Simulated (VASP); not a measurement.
# Ag (Im-3m) in VASP: notebook

The runs below take Ag through single point, relaxation of cell and atoms, with PBEsol.

Everything below comes from runs of VASP 6.6.1. Logs are shortened: lines on timing, memory, paths and dates and some standing lists are left out, and cuts for length are marked.

## (1) The cell of the first run

Symmetry: Im-3m, No. 229, cubic system. The conventional cell has a = 3.228 Å, b = 3.228 Å, c = 3.228 Å, α = 90.00°, β = 90.00°, γ = 90.00°. Ag (site symmetry m-3m) has 14 Ag at 2.80 to 3.23 Å within 3.7 Å.

This isn't the form of Ag at room conditions, which is fcc.

## (2) Single point, PBEsol

INCAR reads:

```
  ALGO = Normal
  EDIFF = 1E-6
  ENCUT = 500
  GGA = PS
  GGA_COMPAT = F
  ISIF = 2
  ISMEAR = 1
  LASPH = T
  LCHARG = T
  LELF = T
  LREAL = F
  LVHAR = T
  LWAVE = F
  NBANDS = 12
  NELM = 120
  PREC = Accurate
  SIGMA = 0.05
```

KPOINTS reads:

```
k-points
0
Gamma
  9 9 9
```

POSCAR reads:

```
Ag
1.0
   -1.6137836818      1.6137836818      1.6137836818
    1.6137836818     -1.6137836818      1.6137836818
    1.6137836818      1.6137836818     -1.6137836818
Ag
1
Direct
    0.0000000000      0.0000000000      0.0000000000
```

Potentials or basis: VASP PAW PBE potentials, release 64 (Ag).

The run is started by

```bash
$ cat potpaw_PBE.64/Ag/POTCAR > POTCAR
$ mpirun -np 1 vasp_std > vasp.out
```

OUTCAR:

```text
EDIFF = 1E-6
   ENCUT = 500
   GGA = PS
   ISIF = 2
   ISMEAR = 1
   LASPH = T
   LREAL = F
   NELM = 120
   PREC = Accurate

 ion  position               nearest neighbor table
   1  0.000  0.000  0.000-

  LATTYP: Found a body centered cubic cell.
 ALAT       =     3.2275673636

  Lattice vectors:

 A1 = (  -1.6137836818,   1.6137836818,   1.6137836818)
 A2 = (   1.6137836818,  -1.6137836818,   1.6137836818)
 A3 = (   1.6137836818,   1.6137836818,  -1.6137836818)

Analysis of symmetry for initial positions (statically):
=====================================================================
 Subroutine PRICEL returns:
 Original cell was already a primitive cell.

 Routine SETGRP: Setting up the symmetry group for a
 body centered cubic supercell.

 Subroutine GETGRP returns: Found 48 space group operations
 (whereof 48 operations were pure point group operations)
 out of a pool of 48 trial point group operations.

The static configuration has the point symmetry O_h .

Analysis of symmetry for dynamics (positions and initial velocities):
=====================================================================
 Subroutine PRICEL returns:
 Original cell was already a primitive cell.

 Routine SETGRP: Setting up the symmetry group for a
 body centered cubic supercell.

 Subroutine GETGRP returns: Found 48 space group operations
 (whereof 48 operations were pure point group operations)
 out of a pool of 48 trial point group operations.

The dynamic configuration has the point symmetry O_h .

 Subroutine INISYM returns: Found 48 space group operations
 (whereof 48 operations are pure point group operations),
 and found     1 'primitive' translations

----------------------------------------------------------------------------------------

                                     Primitive cell

  volume of cell :      16.8111

  direct lattice vectors                    reciprocal lattice vectors
    -1.613783682  1.613783682  1.613783682     0.000000000  0.309830869  0.309830869
     1.613783682 -1.613783682  1.613783682     0.309830869  0.000000000  0.309830869
     1.613783682  1.613783682 -1.613783682     0.309830869  0.309830869  0.000000000

  length of vectors
     2.795155329  2.795155329  2.795155329     0.438167017  0.438167017  0.438167017

  position of ions in fractional coordinates (direct lattice)
     0.000000000  0.000000000  0.000000000

  ion indices of the primitive-cell ions
[... 74 lines left out ...]
   EDIFF  = 0.1E-05   stopping-criterion for ELM
   LREAL  =      F    real-space projection
   EDIFFG = 0.1E-04   stopping-criterion for IOM
   NSW    =      0    number of steps for IOM
   IBRION =     -1    ionic relax: 0-MD 1-quasi-New 2-CG
   NFREE  =      0    steps in history (QN), initial steepest desc. (CG)
   ISIF   =      2    stress and relaxation
   ISYM   =      2    0-nonsym 1-usesym 2-fastsym
   POTIM  = 0.5000    time-step for ionic-motion
   TEBEG  =    0.0;   TEEND  =   0.0 temperature during run
   PSTRESS=    0.0 pullay stress
   NELECT =      11.0000    total number of electrons
   NUPDOWN=      -1.0000    fix difference up-down
   EMIN   =  10.00;   EMAX   =-10.00  energy-range for DOS
   EFERMI =   0.00;   METHOD = LEGACY
   ISMEAR =     1;   SIGMA  =   0.05  broadening in eV -4-tet -1-fermi 0-gaus
   EFERMI_NEDOS =   21; number of points for ismear=-14 and -15
   IALGO  =     38    algorithm
   IMIX   =      4    mixing-type and parameters
     AMIX     =   0.40;   BMIX     =  1.00
     AMIX_MAG =   1.60;   BMIX_MAG =  1.00
  volume/ion in A,a.u.               =      16.81       113.45
  Fermi-wavevector in a.u.,A,eV,Ry     =   1.421261  2.685793 27.483523  2.019982
  Thomas-Fermi vector in A             =   2.542089
   LORBIT       =      0    0 simple, 1 ext, 2 COOP (PROOUT), +10 PAW based schemes
   GGA     = PS    functional components
   LHFCALC =     F    Hartree Fock is set to
   AEXX    =    0.0000 exact exchange contribution
   IVDW    =     0    specifies the selected vdW correction
   LEPSILON=     F    determine dielectric tensor
   LRPA    =     F    only Hartree local field effects (RPA)
 non-spin polarized calculation
 Methfessel and Paxton  Order N= 1 SIGMA  =   0.05
  energy-cutoff  :      500.00
  volume of cell :       16.81
 maximum number of plane-waves:       437
   NGX = 11   NGY = 11   NGZ = 11

 number of electron      10.9999993 magnetization

 Free energy of the ion-electron system (eV)
  ---------------------------------------------------
  ext. energy  EPLUGINS =         0.00000000
  ---------------------------------------------------
  free energy    TOTEN  =        -3.27955579 eV

  energy without entropy =       -3.27872299  energy(sigma->0) =       -3.27927819

 E-fermi :   8.3673     XC(G=0): -12.4948

 val. band max:        8.3579325960   @ k =  -0.3333   0.4444   0.1111
 cond. band min:       8.5606745632   @ k =  -0.4444   0.4444   0.1111
 fundamental gap:      0.2027419671
 Fermi energy:         8.3673468185

 k-point     1 :       0.0000    0.0000    0.0000
  band No.  band energies     occupation
      1       0.5025      2.00000
      2       3.4969      2.00000
      3       3.4969      2.00000
      4       3.4969      2.00000
      5       4.8788      2.00000
      6       4.8788      2.00000
      7      26.4269      0.00000
      8      26.4269      0.00000
      9      26.4269      0.00000
     10      32.9572      0.00000
     11      32.9573      0.00000
     12      32.9773      0.00000
[... 331 lines left out ...]
 k-point    24 :      -0.4444   -0.4444    0.1111
  band No.  band energies     occupation
      1       2.4821      2.00000
      2       3.1748      2.00000
      3       3.7531      2.00000
      4       4.6132      2.00000
      5       5.6571      2.00000
      6      10.6554      0.00000
      7      12.9368      0.00000
      8      18.3759      0.00000
      9      23.6811      0.00000
     10      29.0280      0.00000
     11      29.1122      0.00000
     12      33.9969      0.00000

 [... further k-points ...]
[... 5 lines left out ...]
  --------------------------------------------------------------------------------------
  -------------------------------------------------------------------------------------
  Total       -0.0216763     -0.0216763     -0.0216763      0.0000000      0.0000000      0.0000000
  in kB       -2.0658570     -2.0658570     -2.0658570      0.0000000      0.0000000      0.0000000
  external PRESSURE =      -2.0658570 kB  Pullay stress =       0.0000000 kB

 VOLUME and BASIS-vectors are now :
 -----------------------------------------------------------------------------
  energy-cutoff  :      500.00
  volume of cell :       16.81
      direct lattice vectors                 reciprocal lattice vectors
    -1.613783682  1.613783682  1.613783682     0.000000000  0.309830869  0.309830869
     1.613783682 -1.613783682  1.613783682     0.309830869  0.000000000  0.309830869
     1.613783682  1.613783682 -1.613783682     0.309830869  0.309830869  0.000000000

 POSITION                                       TOTAL-FORCE (eV/Angst)
 -----------------------------------------------------------------------------------
      0.00000      0.00000      0.00000         0.000000      0.000000      0.000000
 -----------------------------------------------------------------------------------
    total drift:                                0.000000     -0.000000      0.000000

  FREE ENERGIE OF THE ION-ELECTRON SYSTEM (eV)
  ---------------------------------------------------
  free  energy   TOTEN  =        -3.2795557901 eV

  energy  without entropy=       -3.2787229879  energy(sigma->0) =       -3.27927819
```

OSZICAR:

```text
N       E                     dE             d eps       ncg     rms          rms(c)
DAV:   1     0.500746380251E+02    0.50075E+02   -0.53738E+03   848   0.803E+02
DAV:   2    -0.284262555054E+01   -0.52917E+02   -0.50127E+02   956   0.193E+02
DAV:   3    -0.362322193290E+01   -0.78060E+00   -0.77965E+00   992   0.244E+01
DAV:   4    -0.362573614419E+01   -0.25142E-02   -0.25141E-02   940   0.144E+00
DAV:   5    -0.362575519650E+01   -0.19052E-04   -0.19052E-04   968   0.113E-01    0.573E+00
DAV:   6    -0.329385690836E+01    0.33190E+00   -0.13568E+00   932   0.103E+01    0.346E+00
DAV:   7    -0.328371017198E+01    0.10147E-01   -0.98844E-03   940   0.926E-01    0.196E+00
DAV:   8    -0.327954582096E+01    0.41644E-02   -0.78268E-04   952   0.185E-01    0.887E-02
DAV:   9    -0.327955417019E+01   -0.83492E-05   -0.13513E-05   920   0.297E-02    0.179E-02
DAV:  10    -0.327955593271E+01   -0.17625E-05   -0.25985E-06   956   0.130E-02    0.253E-03
DAV:  11    -0.327955579006E+01    0.14265E-06   -0.65399E-08   512   0.210E-03
   1 F= -.32795558E+01 E0= -.32792782E+01  d E =-.832802E-03
```

stdout:

```text
POSCAR found type information on POSCAR Ag
 POSCAR found :  1 types and       1 ions
 scaLAPACK will be used
 -----------------------------------------------------------------------------
|                                                                             |
|                                                                             |
|     You enforced a specific xc type in the INCAR file but a different       |
|     I HOPE YOU KNOW WHAT YOU ARE DOING!                                     |
|                                                                             |
 -----------------------------------------------------------------------------

 LDA part: xc-table for (Slater+PW92), standard interpolation
 POSCAR, INCAR and KPOINTS ok, starting setup
 FFT: planning ... GRIDC
 FFT: planning ... GRID_SOFT
 FFT: planning ... GRID
 WAVECAR not read
 entering main loop
```

Run time: 3.8 s. Hardware: 1 thread of AMD EPYC 9R45 (Zen 5), shared host; peak memory 0.09 GiB.

What came out:

- Free energy: -3.2796 eV
- Pressure: -0.2 GPa
- Band gap on the k mesh: zero (an odd number of electrons rules out a gap without spin polarisation)

Levels at points of the mesh, in eV from the Fermi level:
```
           k point  band 4  band 5  band 6  band 7  band 8  band 9
(0.00, 0.00, 0.00)   -4.87   -3.49   -3.49   18.06   18.06   18.06
```

Caveat: the PAW data sets were made with another functional, which shifts forces and pressure a little.

## (3) Single point, PBEsol

INCAR reads:

```
  PREC = Accurate
  ENCUT = 500
  EDIFF = 1E-6
  ISMEAR = 1
  SIGMA = 0.05
  LREAL = F
  LASPH = T
  NELM = 120
  ALGO = Normal
  ISIF = 2
  LWAVE = F
  LCHARG = T
  GGA = PS
  LELF = T
  LVHAR = T
  NBANDS = 12
  GGA_COMPAT = F
```

KPOINTS reads:

```
regular mesh
0
Gamma
  13 13 13
```

POSCAR is that of step 2.

Potentials or basis: VASP PAW PBE potentials, release 64 (Ag).

The run is started by

```bash
$ cat potpaw_PBE.64/Ag/POTCAR > POTCAR
$ mpirun -np 1 vasp_std > vasp.out
```

Wall time 7.4 s (1 thread of AMD EPYC 9R45 (Zen 5), shared host); peak memory 0.1 GiB.

The run converged. Its results:

* Free energy: -3.2753 eV
* Pressure: -0.3 GPa
* Band gap on the k mesh: zero (an odd number of electrons rules out a gap without spin polarisation)

Levels at points of the mesh, in eV from the Fermi level:
| k point | band 2 | band 3 | band 4 | band 5 | band 6 | band 7 | band 8 | band 9 | band 10 | band 11 |
| --- | --- | --- | --- | --- | --- | --- | --- | --- | --- | --- |
| (0.00, 0.00, 0.00) | -4.91 | -4.91 | -4.91 | -3.53 | -3.53 | 18.02 | 18.02 | 18.02 | 24.55 | 24.55 |

Caveat: the PAW data sets were made with another functional, which shifts forces and pressure a little.

## (4) Relaxation of cell and atoms, PBEsol

This run uses another cell than the first one, of 18.15 Å³/atom.

INCAR reads:

```
SYSTEM = Ag
ALGO = Normal
EDIFF = 1E-7
EDIFFG = -0.01
ENCUT = 500
GGA = PS
GGA_COMPAT = .FALSE.
IBRION = 2
ISIF = 3
ISMEAR = 1
LASPH = .TRUE.
LCHARG = .FALSE.
LREAL = .FALSE.
LWAVE = .FALSE.
NELM = 120
NELMIN = 4
NSW = 60
PREC = Accurate
SIGMA = 0.05
```

KPOINTS reads:

```
k-points
0
G
  9 9 9
  0 0 0
```

POSCAR reads:

```
Ag
1.0
   -1.6556540000      1.6556540000      1.6556540000
    1.6556540000     -1.6556540000      1.6556540000
    1.6556540000      1.6556540000     -1.6556540000
Ag
1
Direct
    0.0000000000      0.0000000000      0.0000000000
```

The run is started by

```bash
$ cat potpaw_PBE.64/Ag/POTCAR > POTCAR
$ mpirun -np 1 vasp_std > vasp.out
```

Run time: 10 s. Hardware: 1 thread of AMD EPYC 9R45 (Zen 5), shared host; peak memory 0.11 GiB.

Results (log left out):

```
Free energy                           : -3.2803 eV
Relaxed volume                        : 16.78 Å³/atom
Relaxed cell                          : a = 2.793 Å, b = 2.793 Å, c = 2.793 Å, α = 109.47°, β = 109.47°, γ = 109.47°
Space group after relaxing (to 0.1 Å) : Im-3m (No. 229)
Energy gained by relaxing             : 34.5 meV/atom
Ionic steps                           : 3
Pressure after relaxing               : 0.0 GPa
Band gap on the k mesh                : zero (an odd number of electrons rules out a gap without spin polarisation)
```

Step by step:
```csv
step,energy change (eV),largest force (eV/Å),pressure (GPa),volume (Å³)
1,0.0000,0.0000,-7.32,18.15
2,-0.0225,0.0000,5.70,16.06
3,-0.0345,0.0000,-0.03,16.78
```

Final structure:
```cif
data_structure
_symmetry_space_group_name_H-M 'P 1'
_symmetry_Int_Tables_number 1
_cell_length_a 2.7932
_cell_length_b 2.7932
_cell_length_c 2.7932
_cell_angle_alpha 109.471
_cell_angle_beta 109.471
_cell_angle_gamma 109.471
_cell_volume 16.78
loop_
_atom_site_label
_atom_site_type_symbol
_atom_site_fract_x
_atom_site_fract_y
_atom_site_fract_z
_atom_site_occupancy
Ag1 Ag 0.00000 0.00000 0.00000 1
```

Levels at points of the mesh, in eV from the Fermi level:
```tsv
k point	band 2	band 3	band 4	band 5	band 6	band 7	band 8	band 9
(0.00, 0.00, 0.00)	-4.88	-4.88	-4.88	-3.49	-3.49	18.07	18.07	18.07
```

Caveat: the PAW data sets were made with another functional, which shifts forces and pressure a little.

## (5) Summary

| task | cell | k mesh | gap on the mesh (eV) | pressure (GPa) |
| --- | --- | --- | --- | --- |
| single point | a = 2.795 Å, angles 109.5°, 1 atom | 9 × 9 × 9 | none | -0.2 |
| single point | a = 2.795 Å, angles 109.5°, 1 atom | 13 × 13 × 13 | none | -0.3 |
| relaxation of cell and atoms | relaxed from a = 2.868 Å, angles 109.5°, 1 atom | 9 × 9 × 9 | none | 0.0 |

Alike in all rows: level PBEsol; potentials or basis VASP PAW PBE potentials, release 64 (Ag); no spin polarisation; cutoff (eV) 500; smearing methfessel-paxton 0.05 eV.

Caveats: the PAW data sets were made with another functional, which shifts forces and pressure a little.

Total energies depend on the potentials used, so only differences within one code and one set of settings carry meaning.
